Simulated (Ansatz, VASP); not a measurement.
One calculation of Tl, two programs

```xyz
1
Lattice="0.0000 2.4225 2.4225 2.4225 0.0000 2.4225 2.4225 2.4225 0.0000" Properties=species:S:1:pos:R:3 pbc="T T T"
Tl    0.0000    0.0000    0.0000
```

Alike in both runs: functional PBEsol; k mesh 11 × 11 × 11; occupations fermi-dirac, width 0.1 eV; no spin polarisation.

Ansatz relaxed the structure, and its values are those at the end. VASP's run is a single point on that final structure, the one shown.

|  | VASP | Ansatz |
| --- | --- | --- |
| version | VASP 6.6.1 | Ansatz 0.2.0 |
| potentials or method | VASP PAW PBE potentials, release 64 (Tl_d), cutoff 520 eV | plane waves (420 eV) with PAW, scalar-relativistic |
| valence electrons in the cell | 13 | 13 |

|  | VASP | Ansatz | Ansatz less VASP |
| --- | --- | --- | --- |
| pressure (GPa) | -0.1 | 0.0 | +0.07 |

VASP's potentials were made for PBE, not for PBEsol, and Ansatz warns of the same on its side. With one functional, cell and mesh, what is left measures potentials, basis and numerics.

Spin-orbit coupling is off throughout.
